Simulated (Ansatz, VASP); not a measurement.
## One calculation of NaI, two programs

The input INCAR:

```
SYSTEM = NaI
PREC = Accurate
ENCUT = 520
EDIFF = 1E-7
ISMEAR = -1
SIGMA = 0.02
LREAL = .FALSE.
LASPH = .TRUE.
NELM = 100
ALGO = Normal
ISIF = 2
LWAVE = .FALSE.
LCHARG = .FALSE.
GGA = PE
NBANDS = 14
```

File KPOINTS:

```
Automatic mesh
0
G
  8 8 8
  0 0 0
```

POSCAR

```
NaI
1.0
   -0.0080743013      3.2297205115      3.2297205115
    3.2297205115     -0.0080743013      3.2297205115
    3.2216462102      3.2216462102      0.0000000000
Na I
1 1
Direct
    0.0000000000      0.0000000000      0.0000000000
    0.5000000000      0.5000000000      0.5000000000
```

Input for Ansatz:

```yaml
crystal:
  lattice:
    - [-0.0080743013, 3.2297205115, 3.2297205115]
    - [3.2297205115, -0.0080743013, 3.2297205115]
    - [3.2216462102, 3.2216462102, 0.0]
  atoms:
    - { symbol: Na, position: [0.0, 0.0, 0.0] }
    - { symbol: I, position: [0.5, 0.5, 0.5] }
kpoints:
  mp_grid: { grid: [8, 8, 8] }
  band_path:
    path:
      - [0.0, 0.0, 0.0]
      - [0.5, 0.0, 0.5]
      - [0.625, 0.25, 0.625]
      - [0.375, 0.375, 0.75]
      - [0.5, 0.5, 0.5]
      - [0.5, 0.25, 0.75]
    npoints: 1
hamiltonian:
  xc: pbe
scf:
  occupations: { method: fermi_dirac, width: 0.02 }
  n_extra_bands: 4
output:
  forces: true
  stress: true
  eigenvalues: true
```

Change from the starting cell: shear_xy strain -0.5%.

Alike in both runs: task single point; functional PBE; k mesh 8 × 8 × 8; occupations fermi-dirac, width 0.02 eV; no spin polarisation.

```csv
,VASP,Ansatz
version,VASP 6.6.1,Ansatz 0.2.0
potentials or method,"VASP PAW PBE potentials, release 64 (Na_pv, I)","plane waves, PAW"
plane-wave cutoff (eV),520,420
valence electrons in the cell,14,26
```

|  | VASP | Ansatz | Ansatz less VASP |
| --- | --- | --- | --- |
| gap on the k mesh at the Fermi level (eV) | 3.65 | 3.65 | +0.004 |
| pressure (GPa) | 0.5 | 0.5 | -0.01 |

VASP's potentials hold 14 valence electrons a cell and Ansatz's 26, so a difference there can come from the potentials and not from the codes.

Spin-orbit coupling is off throughout.
